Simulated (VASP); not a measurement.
# In2O (Pn-3m) in VASP: notebook

In2O is run at these levels: PBE; tasks: single point, relaxation of cell and atoms.

Program: VASP 6.6.1. These are calculated values, not measurements. Logs are shortened: lines on timing, memory, paths and dates and some standing lists are left out, and cuts for length are marked.

## 1. The cell of the first run

Symmetry: Pn-3m, No. 224, cubic system. Conventional cell: a = 5.034 Å, b = 5.034 Å, c = 5.034 Å, α = 90.00°, β = 90.00°, γ = 90.00°. In (site symmetry -3m) has 2 O at 2.18 Å within 2.9 Å. O (site symmetry -43m) has 4 In at 2.18 Å within 2.9 Å.

The cell was built from a structure type or drawn by symmetry, and may not be a known phase.

## 2. Single point, PBE

Input file INCAR:

```
PREC = Accurate ; ENCUT = 600
EDIFF = 1E-6 ; ISMEAR = 0
SIGMA = 0.1 ; LREAL = False
LASPH = True ; NELM = 120
ALGO = Normal ; ISIF = 2
LWAVE = False ; LCHARG = False
GGA = PE ; NBANDS = 41
GGA_COMPAT = False
```

Input file KPOINTS:

```
regular mesh
0
Gamma
  4 4 4
```

Input file POSCAR:

```
In2O
1.0
    5.0335667000      0.0000000000      0.0000000000
    0.0000000000      5.0335667000      0.0000000000
    0.0000000000      0.0000000000      5.0335667000
In O
4 2
Direct
    0.7500000000      0.7500000000      0.7500000000
    0.7500000000      0.2500000000      0.2500000000
    0.2500000000      0.2500000000      0.7500000000
    0.2500000000      0.7500000000      0.2500000000
    0.0000000000      0.0000000000      0.0000000000
    0.5000000000      0.5000000000      0.5000000000
```

Potentials or basis: VASP PAW PBE potentials, release 64 (In_d, O).

Command:

```console
> cat potpaw_PBE.64/In_d/POTCAR potpaw_PBE.64/O/POTCAR > POTCAR
> mpirun -np 1 vasp_std > vasp.out
```

OUTCAR:

```text
PREC = Accurate
   ENCUT = 600
   EDIFF = 1E-6
   ISMEAR = 0
   LREAL = False
   LASPH = True
   NELM = 120
   ISIF = 2
   GGA = PE

 ion  position               nearest neighbor table
   1  0.750  0.750  0.750-   5 2.18   6 2.18   4 3.56   2 3.56   3 3.56   2 3.56   4 3.56   2 3.56
                             3 3.56   2 3.56   3 3.56   4 3.56   4 3.56   3 3.56
   2  0.750  0.250  0.250-   5 2.18   6 2.18   4 3.56   1 3.56   3 3.56   1 3.56   3 3.56   1 3.56
                             4 3.56   1 3.56   3 3.56   4 3.56   3 3.56   4 3.56
   3  0.250  0.250  0.750-   5 2.18   6 2.18   4 3.56   1 3.56   2 3.56   2 3.56   4 3.56   1 3.56
                             4 3.56   4 3.56   1 3.56   2 3.56   2 3.56   1 3.56
   4  0.250  0.750  0.250-   5 2.18   6 2.18   3 3.56   1 3.56   2 3.56   1 3.56   3 3.56   2 3.56
                             3 3.56   3 3.56   1 3.56   2 3.56   1 3.56   2 3.56
   5  0.000  0.000  0.000-   1 2.18   2 2.18   3 2.18   4 2.18
   6  0.500  0.500  0.500-   1 2.18   2 2.18   3 2.18   4 2.18

  LATTYP: Found a simple cubic cell.
 ALAT       =     5.0335667000

  Lattice vectors:

 A1 = (   5.0335667000,   0.0000000000,   0.0000000000)
 A2 = (   0.0000000000,   5.0335667000,   0.0000000000)
 A3 = (   0.0000000000,   0.0000000000,   5.0335667000)

Analysis of symmetry for initial positions (statically):
=====================================================================
 Subroutine PRICEL returns:
 Original cell was already a primitive cell.

 Routine SETGRP: Setting up the symmetry group for a
 simple cubic supercell.

 Subroutine GETGRP returns: Found 48 space group operations
 (whereof 24 operations were pure point group operations)
 out of a pool of 48 trial point group operations.

The static configuration has the point symmetry T_d .
 The point group associated with its full space group is O_h .

Analysis of symmetry for dynamics (positions and initial velocities):
=====================================================================
 Subroutine PRICEL returns:
 Original cell was already a primitive cell.

 Routine SETGRP: Setting up the symmetry group for a
 simple cubic supercell.

 Subroutine GETGRP returns: Found 48 space group operations
 (whereof 24 operations were pure point group operations)
 out of a pool of 48 trial point group operations.

The dynamic configuration has the point symmetry T_d .
 The point group associated with its full space group is O_h .

 Subroutine INISYM returns: Found 48 space group operations
 (whereof 24 operations are pure point group operations),
 and found     1 'primitive' translations

----------------------------------------------------------------------------------------

                                     Primitive cell

  volume of cell :     127.5344

  direct lattice vectors                    reciprocal lattice vectors
     5.033566700  0.000000000  0.000000000     0.198666286  0.000000000  0.000000000
     0.000000000  5.033566700  0.000000000     0.000000000  0.198666286  0.000000000
     0.000000000  0.000000000  5.033566700     0.000000000  0.000000000  0.198666286

  length of vectors
     5.033566700  5.033566700  5.033566700     0.198666286  0.198666286  0.198666286

  position of ions in fractional coordinates (direct lattice)
     0.750000000  0.750000000  0.750000000
     0.750000000  0.250000000  0.250000000
     0.250000000  0.250000000  0.750000000
     0.250000000  0.750000000  0.250000000
     0.000000000  0.000000000  0.000000000
     0.500000000  0.500000000  0.500000000

  ion indices of the primitive-cell ions
   primitive index   ion index
                 1           1
                 2           2
                 3           3
                 4           4
                 5           5
                 6           6

----------------------------------------------------------------------------------------

 KPOINTS: regular mesh

Automatic generation of k-mesh.
 Grid dimensions read from file:
 generate k-points for:    4    4    4

 Generating k-lattice:

[... 44 lines left out ...]
 non-spin polarized calculation
 Gauss-broadening in eV      SIGMA  =   0.10
  energy-cutoff  :      600.00
  volume of cell :      127.53
 maximum number of plane-waves:      4337
   NGX = 21   NGY = 21   NGZ = 21

 number of electron      64.0000058 magnetization

 Free energy of the ion-electron system (eV)
  ---------------------------------------------------
  ext. energy  EPLUGINS =         0.00000000
  ---------------------------------------------------
  free energy    TOTEN  =       -21.93990519 eV

  energy without entropy =      -21.91827880  energy(sigma->0) =      -21.92909200

 E-fermi :   6.3429     XC(G=0):  -9.9913

 val. band max:        6.3096931264   @ k =   0.5000   0.5000   0.2500
 cond. band min:       6.5828678894   @ k =   0.5000   0.2500   0.2500
 fundamental gap:      0.2731747630
 Fermi energy:         6.3429202496

 k-point     1 :       0.0000    0.0000    0.0000
  band No.  band energies     occupation
      1     -13.1855      2.00000
      2     -12.4023      2.00000
      3      -8.3466      2.00000
      4      -8.3466      2.00000
      5      -8.3358      2.00000
      6      -8.3358      2.00000
[... 33 lines left out ...]
     40      12.7583      0.00000
     41      12.7583      0.00000

 k-point     2 :       0.2500    0.0000    0.0000
  band No.  band energies     occupation
      1     -13.0873      2.00000
      2     -12.5385      2.00000
      3      -8.3233      2.00000
      4      -8.3025      2.00000
      5      -8.2908      2.00000
      6      -8.2908      2.00000
[... 33 lines left out ...]
     40      13.0829      0.00000
     41      13.0829      0.00000

 k-point     3 :       0.5000    0.0000    0.0000
  band No.  band energies     occupation
      1     -12.8311      2.00000
      2     -12.8311      2.00000
      3      -8.2743      2.00000
      4      -8.2743      2.00000
      5      -8.2166      2.00000
      6      -8.2166      2.00000
[... 259 lines left out ...]
      2     -12.5546      2.00000
      3      -8.2915      2.00000
      4      -8.2915      2.00000
      5      -8.2334      2.00000
      6      -8.2334      2.00000
[... 33 lines left out ...]
     40      12.9791      0.00000
     41      13.0973      0.00000

 k-point    10 :       0.5000    0.5000    0.5000
  band No.  band energies     occupation
      1     -13.1539      2.00000
      2     -12.4264      2.00000
      3      -8.3210      2.00000
      4      -8.3210      2.00000
      5      -8.3210      2.00000
      6      -8.2420      2.00000
[... 33 lines left out ...]
     40      13.3161      0.00000
     41      13.3161      0.00000

------------------------ aborting loop because EDIFF is reached ----------------------------------------

  FORCE on cell =-STRESS in cart. coord.  units (eV):
  Direction    XX          YY          ZZ          XY          YZ          ZX
  --------------------------------------------------------------------------------------
  -------------------------------------------------------------------------------------
  Total        2.6748165      2.6748165      2.6748165      0.0000000      0.0000000     -0.0000000
  in kB       33.6029263     33.6029263     33.6029263      0.0000000      0.0000000     -0.0000000
  external PRESSURE =      33.6029263 kB  Pullay stress =       0.0000000 kB

 VOLUME and BASIS-vectors are now :
 -----------------------------------------------------------------------------
  energy-cutoff  :      600.00
  volume of cell :      127.53
      direct lattice vectors                 reciprocal lattice vectors
     5.033566700  0.000000000  0.000000000     0.198666286  0.000000000  0.000000000
     0.000000000  5.033566700  0.000000000     0.000000000  0.198666286  0.000000000
     0.000000000  0.000000000  5.033566700     0.000000000  0.000000000  0.198666286

 POSITION                                       TOTAL-FORCE (eV/Angst)
 -----------------------------------------------------------------------------------
      3.77518      3.77518      3.77518        -0.000000     -0.000000     -0.000000
      3.77518      1.25839      1.25839        -0.000000      0.000000      0.000000
      1.25839      1.25839      3.77518         0.000000     -0.000000      0.000000
      1.25839      3.77518      1.25839        -0.000000     -0.000000     -0.000000
      0.00000      0.00000      0.00000         0.000000     -0.000000     -0.000000
      2.51678      2.51678      2.51678         0.000000     -0.000000     -0.000000
 -----------------------------------------------------------------------------------
    total drift:                                0.000000      0.000000      0.000000

  FREE ENERGIE OF THE ION-ELECTRON SYSTEM (eV)
  ---------------------------------------------------
  free  energy   TOTEN  =       -21.9399051902 eV

  energy  without entropy=      -21.9182788049  energy(sigma->0) =      -21.92909200
```

Wall time 73 s (1 thread of Intel Xeon 6975P-C (Granite Rapids), shared host); peak memory 0.25 GiB.

What came out:

* Free energy: -21.9399 eV
* Pressure: 3.4 GPa
* Band gap on the k mesh: zero (bands 32 and 33 overlap by 1.65 eV)

Caveat: the cell stands under pressure; spin-orbit coupling is left out, which moves the levels of the heavy elements.

## 3. Single point, PBE

This run uses another cell than the first one, of 22.56 Å³/atom.

Input file INCAR:

```
  PREC = Accurate
  ENCUT = 600
  EDIFF = 1E-6
  ISMEAR = 0
  SIGMA = 0.1
  LREAL = False
  LASPH = True
  NELM = 120
  ALGO = Normal
  ISIF = 2
  LWAVE = False
  LCHARG = True
  GGA = PE
  LELF = True
  LVHAR = True
  NBANDS = 41
  GGA_COMPAT = False
```

Input file KPOINTS:

```
regular mesh
0
Gamma
  8 8 8
```

POSCAR: that of step 2 with these lines changed.

```diff
@@ -2,5 +2,5 @@
 1.0
-    5.0335667000      0.0000000000      0.0000000000
-    0.0000000000      5.0335667000      0.0000000000
-    0.0000000000      0.0000000000      5.0335667000
+    5.1343813733      0.0000000000      0.0000000000
+    0.0000000000      5.1343813733      0.0000000000
+    0.0000000000      0.0000000000      5.1343813733
 In O
```

Potentials or basis: VASP PAW PBE potentials, release 64 (In_d, O).

Command:

```console
> cat potpaw_PBE.64/In_d/POTCAR potpaw_PBE.64/O/POTCAR > POTCAR
> mpirun -np 1 vasp_std > vasp.out
```

Wall time 4.7 min (1 thread of Intel Xeon 6975P-C (Granite Rapids), shared host); peak memory 0.35 GiB.

It converged, with:

| Quantity | Value |
| --- | --- |
| Free energy | -22.0120 eV |
| Pressure | 0.1 GPa |
| Band gap on the k mesh | zero (bands 32 and 33 overlap by 1.46 eV) |

Levels at points of the mesh, in eV from the Fermi level:
| k point | band 28 | band 29 | band 30 | band 31 | band 32 | band 33 | band 34 | band 35 | band 36 | band 37 |
| --- | --- | --- | --- | --- | --- | --- | --- | --- | --- | --- |
| (0.00, 0.00, 0.00) | -4.44 | -4.44 | -1.59 | -1.59 | 1.12 | 1.12 | 1.12 | 3.40 | 3.40 | 3.40 |
| (0.50, 0.00, 0.00) | -4.42 | -2.24 | -2.24 | 0.06 | 0.06 | 0.62 | 0.62 | 2.77 | 2.77 | 2.89 |
| (0.50, 0.50, 0.00) | -4.30 | -2.76 | -2.76 | -0.38 | -0.38 | 0.95 | 0.95 | 2.86 | 2.86 | 3.39 |
| (0.50, 0.50, 0.50) | -5.14 | -1.04 | -0.56 | -0.56 | -0.56 | -0.34 | -0.34 | -0.34 | 2.13 | 6.52 |

Caveat: spin-orbit coupling is left out, which moves the levels of the heavy elements.

## 4. Single point, PBE

This run uses another cell than the first one, of 22.56 Å³/atom.

Input file INCAR:

```
SYSTEM = In2O
ALGO = Normal
EDIFF = 1E-6
ENCUT = 600
GGA = PE
GGA_COMPAT = .False.
ISIF = 2
ISMEAR = 0
LASPH = .True.
LCHARG = .True.
LELF = .True.
LREAL = .False.
LVHAR = .True.
LWAVE = .False.
NBANDS = 41
NELM = 120
PREC = Accurate
SIGMA = 0.1
```

Input file KPOINTS:

```
k-points
0
Gamma
  8 8 8
  0 0 0
```

POSCAR is that of step 3.

Command:

```console
> cat potpaw_PBE.64/In_d/POTCAR potpaw_PBE.64/O/POTCAR > POTCAR
> mpirun -np 1 vasp_std > vasp.out
```

Wall time 4.4 min (1 thread of Intel Xeon 6975P-C (Granite Rapids), shared host); peak memory 0.36 GiB.

It converged, with:

* Free energy: -22.0120 eV
* Pressure: 0.1 GPa
* Band gap on the k mesh: zero (bands 32 and 33 overlap by 1.46 eV)

Levels at points of the mesh, in eV from the Fermi level:
```csv
k point,band 29,band 30,band 31,band 32,band 33,band 34,band 35,band 36
"(0.00, 0.00, 0.00)",-4.44,-1.59,-1.59,1.12,1.12,1.12,3.40,3.40
"(0.50, 0.00, 0.00)",-2.24,-2.24,0.06,0.06,0.62,0.62,2.77,2.77
"(0.50, 0.50, 0.00)",-2.76,-2.76,-0.38,-0.38,0.95,0.95,2.86,2.86
"(0.50, 0.50, 0.50)",-1.04,-0.56,-0.56,-0.56,-0.34,-0.34,-0.34,2.13
```

Caveat: spin-orbit coupling is left out, which moves the levels of the heavy elements.

## 5. Single point, PBE, collinear spin, ferromagnetic start

Input file INCAR:

```
SYSTEM = In2O
ALGO = Normal
EDIFF = 1E-6
ENCUT = 600
GGA = PE
GGA_COMPAT = .False.
ISIF = 2
ISMEAR = 0
ISPIN = 2
LASPH = .True.
LCHARG = .False.
LORBIT = 11
LREAL = .False.
LWAVE = .False.
MAGMOM = 0 0 0 0 1 1
NBANDS = 45
NELM = 200
PREC = Accurate
SIGMA = 0.1
```

Input file KPOINTS:

```
k-points
0
Gamma
  4 4 4
  0 0 0
```

POSCAR: that of step 4 with these lines changed.

```diff
@@ -2,5 +2,5 @@
 1.0
-    5.1343813733      0.0000000000      0.0000000000
-    0.0000000000      5.1343813733      0.0000000000
-    0.0000000000      0.0000000000      5.1343813733
+    5.0335667000      0.0000000000      0.0000000000
+    0.0000000000      5.0335667000      0.0000000000
+    0.0000000000      0.0000000000      5.0335667000
 In O
```

Command:

```console
> cat potpaw_PBE.64/In_d/POTCAR potpaw_PBE.64/O/POTCAR > POTCAR
> mpirun -np 1 vasp_std > vasp.out
```

Wall time 2.6 min (1 thread of Intel Xeon 6975P-C (Granite Rapids), shared host); peak memory 0.33 GiB.

Results (log left out):

```
Free energy                                           : -21.9399 eV
Pressure                                              : 3.4 GPa
Band gap on the k mesh                                : zero (filled and empty bands overlap)
Net moment                                            : 0.00 μB per cell
Valence electrons inside the program's atomic spheres : In 11.27; O 5.00
```

Levels at points of the mesh, in eV from the Fermi level:
Spin up:
| k point | band 29 | band 30 | band 31 | band 32 | band 33 | band 34 | band 35 | band 36 |
| --- | --- | --- | --- | --- | --- | --- | --- | --- |
| (0.00, 0.00, 0.00) | -4.81 | -1.80 | -1.80 | 1.32 | 1.32 | 1.32 | 3.48 | 3.48 |
| (0.50, 0.00, 0.00) | -2.35 | -2.35 | -0.06 | -0.06 | 0.78 | 0.78 | 2.77 | 2.77 |
| (0.50, 0.50, 0.00) | -2.87 | -2.87 | -0.41 | -0.41 | 0.99 | 0.99 | 2.89 | 2.89 |
| (0.50, 0.50, 0.50) | -0.76 | -0.71 | -0.71 | -0.71 | -0.33 | -0.33 | -0.33 | 2.13 |
Spin down:
```tsv
k point	band 30	band 31	band 32	band 33	band 34	band 35
(0.00, 0.00, 0.00)	-1.80	-1.80	1.32	1.32	1.32	3.48
(0.50, 0.00, 0.00)	-2.35	-0.06	-0.06	0.78	0.78	2.77
(0.50, 0.50, 0.00)	-2.87	-0.41	-0.41	0.99	0.99	2.89
(0.50, 0.50, 0.50)	-0.71	-0.71	-0.71	-0.33	-0.33	-0.33
```

Caveat: the cell stands under pressure; spin-orbit coupling is left out, which moves the levels of the heavy elements.

## 6. Relaxation of cell and atoms, PBE

Input file INCAR:

```
ALGO = Normal
EDIFF = 1E-7
EDIFFG = -0.01
ENCUT = 600
GGA = PE
GGA_COMPAT = F
IBRION = 2
ISIF = 3
ISMEAR = 0
LASPH = T
LCHARG = F
LREAL = F
LWAVE = F
NELM = 120
NELMIN = 4
NSW = 100
PREC = Accurate
SIGMA = 0.1
```

Input file KPOINTS:

```
k-points
0
Gamma
  8 8 8
```

POSCAR is that of step 5.

Potentials or basis: VASP PAW PBE potentials, release 64 (In_d, O).

Command:

```console
> cat potpaw_PBE.64/In_d/POTCAR potpaw_PBE.64/O/POTCAR > POTCAR
> mpirun -np 1 vasp_std > vasp.out
```

Run time: 6.5 min. Hardware: 1 thread of Intel Xeon 6975P-C (Granite Rapids), shared host; peak memory 0.34 GiB.

It converged, with:

```
Free energy                           : -22.0065 eV
Relaxed volume                        : 22.59 Å³/atom
Relaxed cell                          : a = 5.137 Å, b = 5.137 Å, c = 5.137 Å, α = 90.00°, β = 90.00°, γ = 90.00°
Space group after relaxing (to 0.1 Å) : Pn-3m (No. 224)
Energy gained by relaxing             : 12.5 meV/atom
Ionic steps                           : 2
Pressure after relaxing               : 0.0 GPa
Band gap on the k mesh                : zero (bands 32 and 33 overlap by 1.46 eV)
```

Step by step:
| step | energy change (eV) | largest force (eV/Å) | pressure (GPa) | volume (Å³) |
| --- | --- | --- | --- | --- |
| 1 | 0.0000 | 0.0000 | 3.20 | 127.53 |
| 2 | -0.0749 | 0.0000 | 0.04 | 135.53 |

Final structure:
```cif
data_structure
_symmetry_space_group_name_H-M 'P 1'
_symmetry_Int_Tables_number 1
_cell_length_a 5.1366
_cell_length_b 5.1366
_cell_length_c 5.1366
_cell_angle_alpha 90.000
_cell_angle_beta 90.000
_cell_angle_gamma 90.000
_cell_volume 135.53
loop_
_atom_site_label
_atom_site_type_symbol
_atom_site_fract_x
_atom_site_fract_y
_atom_site_fract_z
_atom_site_occupancy
In1 In 0.75000 0.75000 0.75000 1
In2 In 0.75000 0.25000 0.25000 1
In3 In 0.25000 0.25000 0.75000 1
In4 In 0.25000 0.75000 0.25000 1
O1 O 0.00000 0.00000 0.00000 1
O2 O 0.50000 0.50000 0.50000 1
```

Levels at points of the mesh, in eV from the Fermi level:
```tsv
k point	band 28	band 29	band 30	band 31	band 32	band 33	band 34	band 35	band 36	band 37
(0.00, 0.00, 0.00)	-4.43	-4.43	-1.59	-1.59	1.11	1.11	1.11	3.40	3.40	3.40
(0.50, 0.00, 0.00)	-4.41	-2.23	-2.23	0.06	0.06	0.62	0.62	2.77	2.77	2.89
(0.50, 0.50, 0.00)	-4.30	-2.75	-2.75	-0.37	-0.37	0.95	0.95	2.86	2.86	3.39
(0.50, 0.50, 0.50)	-5.13	-1.05	-0.56	-0.56	-0.56	-0.35	-0.35	-0.35	2.13	6.52
```

Caveat: spin-orbit coupling is left out, which moves the levels of the heavy elements.

## 7. Overview

| task | spin | cell | k mesh | gap on the mesh (eV) | pressure (GPa) |
| --- | --- | --- | --- | --- | --- |
| single point | off | a = 5.034 Å, 6 atoms | 4 × 4 × 4 | none | 3.4 |
| single point | off | a = 5.134 Å, 6 atoms | 8 × 8 × 8 | none | 0.1 |
| single point | collinear, ferromagnetic start | a = 5.034 Å, 6 atoms | 4 × 4 × 4 | none | 3.4 |
| relaxation of cell and atoms | off | relaxed from a = 5.034 Å, 6 atoms | 8 × 8 × 8 | none | 0.0 |

Alike in all rows: level PBE; potentials or basis VASP PAW PBE potentials, release 64 (In_d, O); cutoff (eV) 600; smearing gaussian 0.1 eV.

Caveats: spin-orbit coupling is left out, which moves the levels of the heavy elements; the cell stands under pressure (at least some runs).

Total energies depend on the potentials used, so only differences within one code and one set of settings carry meaning.
